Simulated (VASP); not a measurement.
## ZnSe: relaxation of cell and atoms with PBE

The system is ZnSe.

```xyz
2
Lattice="0.0000 2.7008 2.7008 2.7008 0.0000 2.7008 2.7008 2.7008 0.0000" Properties=species:S:1:pos:R:3 pbc="T T T"
Zn    0.0000    0.0000    0.0000
Se    1.3504    1.3504    1.3504
```

```
Program                : VASP 6.6.1
Task                   : relaxation of cell and atoms
Functional             : PBE
Potentials or basis    : VASP PAW PBE potentials, release 64 (Zn, Se)
Cutoff                 : 600 eV
k mesh                 : 8 × 8 × 8
Occupations            : fermi-dirac, width 0.02 eV
Spin                   : no spin polarisation
Dipole correction      : no
Further INCAR settings : ALGO = Normal; EDIFF = 1e-07; IBRION = 2; EDIFFG = -0.005; NSW = 80; ISIF = 3
```

- Relaxed volume: 23.63 Å³/atom
- Relaxed cell: a = 4.058 Å, b = 4.058 Å, c = 4.058 Å, α = 60.00°, β = 60.00°, γ = 60.00°
- Space group after relaxing (to 0.05 Å): F-43m (No. 216)
- Energy gained by relaxing: 161.4 meV/atom
- Ionic steps: 5
- Pressure after relaxing: 0.0 GPa
- Band gap on the k mesh: 1.14 eV, direct

The path:
```
step  energy change (eV)  largest force (eV/Å)  pressure (GPa)  volume (Å³)
   1              0.0000                0.0000           15.56        39.40
   2             -0.2693                0.0000           -3.89        51.35
   3             -0.3228                0.0000            0.10        47.19
   4             -0.3228                0.0000           -0.10        47.36
   5             -0.3228                0.0000            0.00        47.26
```

Final structure:
```xyz
2
Lattice="0.0000 2.8697 2.8697 2.8697 0.0000 2.8697 2.8697 2.8697 0.0000" Properties=species:S:1:pos:R:3 pbc="T T T"
Zn    0.0000    0.0000    0.0000
Se    1.4348    1.4348    1.4348
```

Levels at points of the mesh, in eV from the valence-band top:
```tsv
k point	band 6	band 7	band 8	band 9	band 10	band 11	band 12	band 13
(0.00, 0.00, 0.00)	-6.08	0.00	0.00	0.00	1.14	5.81	5.81	5.81
(0.50, 0.00, 0.00)	-5.93	-4.99	-0.81	-0.81	2.48	6.39	6.39	8.47
(0.50, 0.50, 0.00)	-5.91	-4.59	-2.05	-2.05	3.07	3.46	10.47	10.99
```

Wall time 32 s on 1 thread of Intel(R) Xeon(R) 6975P-C (Granite Rapids) (shared host), peak memory 0.19 GiB.

Caveat: the volume moved by over 15 % at a fixed basis, so the end points are rough.
